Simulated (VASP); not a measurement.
Al:

```
Al
1.0
     0.00000    2.01122    2.01122
     2.01122    0.00000    2.01122
     2.01122    2.01122    0.00000
Al
1
Direct
  0.00000 0.00000 0.00000
```

Base run:

| Item | Value |
| --- | --- |
| Program | VASP 6.6.1 |
| Functional | BLYP |
| Potentials or basis | VASP PAW PBE potentials, release 64 (Al) |
| Cutoff | 520 eV |
| k mesh | 11 × 11 × 11 |
| Occupations | fermi-dirac, width 0.05 eV |
| Spin | no spin polarisation |

Its results: pressure 4.7 GPa.

After a change of settings the same cell gave: pressure -1.9 GPa. Which change was it?
A. functional from BLYP to SVWN5
B. functional from BLYP to revPBE
C. functional from BLYP to PBE-based screened hybrid; k mesh from 11 × 11 × 11 to 6 × 6 × 6
D. functional from BLYP to PBEsol; further incar settings from ALGO = Normal; EDIFF = 1e-06; NBANDS = 8 to ALGO = Fast; EDIFF = 1e-06; NBANDS = 8

A.

SVWN5 binds more tightly than BLYP, so the same cell stands under less pressure.

Caveats: the PAW data sets were made with another functional, which shifts forces and pressure a little.
